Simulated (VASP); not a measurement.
The system is Cd3Fe.

```
CELL_PARAMETERS angstrom
0.00000 3.36205 3.36205
3.36205 0.00000 3.36205
3.36205 3.36205 0.00000
ATOMIC_POSITIONS crystal
Cd 0.25000 0.25000 0.25000
Cd 0.75000 0.75000 0.75000
Cd 0.50000 0.50000 0.50000
Fe 0.00000 0.00000 0.00000
```

Base run:

* Program: VASP 6.6.1
* Functional: PBE
* Potentials or basis: VASP PAW PBE potentials, release 64 (Cd, Fe)
* Cutoff: 520 eV
* k mesh: 12 × 12 × 12
* Occupations: gaussian, width 0.1 eV
* Spin: no spin polarisation

Its results: pressure -3.2 GPa.

Problem. The run is repeated on the same cell with these changes: spin from no spin polarisation to collinear spin, ferromagnetic start; further incar settings from ALGO = Fast; EDIFF = 1e-07; NBANDS = 30 to ALGO = Fast; EDIFF = 1e-06; NBANDS = 34. What comes out?

Solution. Pressure 0.4 GPa; net moment 2.58 μB per cell; site moments Cd -0.04, -0.01 (each value once); Fe +2.65 μB.

Caveats: the cell stands under tension (at least some runs).
